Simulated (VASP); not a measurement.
A run of VASP 6.6.1 is set up as follows.

The input INCAR:

```
SYSTEM = Ir
  PREC = Accurate
  ENCUT = 520
  EDIFF = 1E-7
  ISMEAR = 0
  SIGMA = 0.05
  LREAL = .False.
  LASPH = .True.
  NELM = 100
  ALGO = Fast
  ISIF = 2
  LWAVE = .False.
  LCHARG = .True.
  GGA = PE
  LELF = .True.
  LVHAR = .True.
  NBANDS = 16
```

Contents of KPOINTS:

```
regular mesh
0
Gamma
  15 15 8
  0 0 0
```

File POSCAR:

```
Ir
1.0
    2.7513778946      0.0000000000      0.0000000000
   -1.3756889473      2.3827631521      0.0000000000
    0.0000000000      0.0000000000      4.4622900000
Ir
2
Direct
    0.6666666700      0.3333333300      0.7500000000
    0.3333333300      0.6666666700      0.2500000000
```

Potentials or basis: VASP PAW PBE potentials, release 64 (Ir).

Command:

```bash
$ cat potpaw_PBE.64/Ir/POTCAR > POTCAR
$ mpirun -np 1 vasp_std > vasp.out
```

Question: What does it give for the band gap on the k mesh?

Answer: Zero (bands 9 and 10 overlap by 3.10 eV).

Question: Estimate the pressure.

Answer: -1.0 GPa.

Stress tensor (GPa, compression positive):
```
-0.85  0.00  0.00
 0.00 -0.85  0.00
 0.00  0.00 -1.27
```

Caveat: spin-orbit coupling is left out, which moves the levels of the heavy elements.
